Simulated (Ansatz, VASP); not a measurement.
K: VASP beside Ansatz

POSCAR

```
K
1.0
    0.0000000000      3.3918728180      3.3918728180
    3.3918728180      0.0000000000      3.3918728180
    3.3918728180      3.3918728180      0.0000000000
K
1
Direct
    0.0000000000      0.0000000000      0.0000000000
```

File INCAR.step1:

```
  PREC = Accurate
  ENCUT = 600
  ISMEAR = -1
  SIGMA = 0.05
  LREAL = F
  LASPH = T
  NELM = 100
  GGA = PE
  ALGO = Normal
  EDIFF = 1E-4
  LWAVE = T
  LCHARG = F
```

File INCAR.step2:

```
  PREC = Accurate
  ENCUT = 600
  EDIFF = 1E-7
  ISMEAR = -1
  SIGMA = 0.05
  LREAL = F
  LASPH = T
  NELM = 100
  ALGO = Normal
  ISIF = 3
  LWAVE = F
  LCHARG = F
  METAGGA = R2SCAN
  LMIXTAU = T
  LUSE_VDW = T
  IVDW_NL = 2
  BPARAM = 11.95
  CPARAM = 0.0093
  IBRION = 2
  NSW = 60
  EDIFFG = -0.01
  ISTART = 1
```

Contents of KPOINTS:

```
regular mesh
0
Gamma
  7 7 7
```

input.yaml

```yaml
crystal:
  lattice:
    - [0.0, 3.391872818, 3.391872818]
    - [3.391872818, 0.0, 3.391872818]
    - [3.391872818, 3.391872818, 0.0]
  atoms:
    - { symbol: K, position: [0.0, 0.0, 0.0] }
hamiltonian:
  xc: r2scan
  pseudopotentials: { kind: paw }
  dispersion: rvv10
kpoints:
  mp_grid: { grid: [7, 7, 7] }
scf:
  occupations: { method: fermi_dirac, width: 0.05 }
output:
  forces: true
  stress: true
  eigenvalues: true
relax:
  f_tol: 0.01
  max_steps: 40
  cell: { stress_tol: 0.05 }
```

Alike in both runs: task relaxation of cell and atoms; functional r2SCAN; dispersion rVV10; k mesh 7 × 7 × 7; occupations fermi-dirac, width 0.05 eV; no spin polarisation.

|  | VASP | Ansatz |
| --- | --- | --- |
| version | VASP 6.6.1 | Ansatz 0.2.0 |
| potentials or method | VASP PAW PBE potentials, release 64 (K_sv) | Ansatz PAW |
| plane-wave cutoff (eV) | 600 | 500 |
| valence electrons in the cell | 9 | 9 |

|  | VASP | Ansatz | Ansatz less VASP |
| --- | --- | --- | --- |
| gap on the k mesh at the Fermi level, each at its own relaxed structure (eV) | none | none | - |
| relaxed volume (Å³/atom) | 74.77 | 74.54 | -0.221 |
| relaxed cell length with the largest relative difference (Å) | 4.729 | 4.724 | -0.0047 |

VASP's potentials were made for PBE, not for r2SCAN. A gap of «none» marks a metal or a gap that the smearing closes.

Noted on Ansatz's run: the plane-wave basis is chosen anew once the cell has moved, so the energies of steps on either side of that aren't comparable.
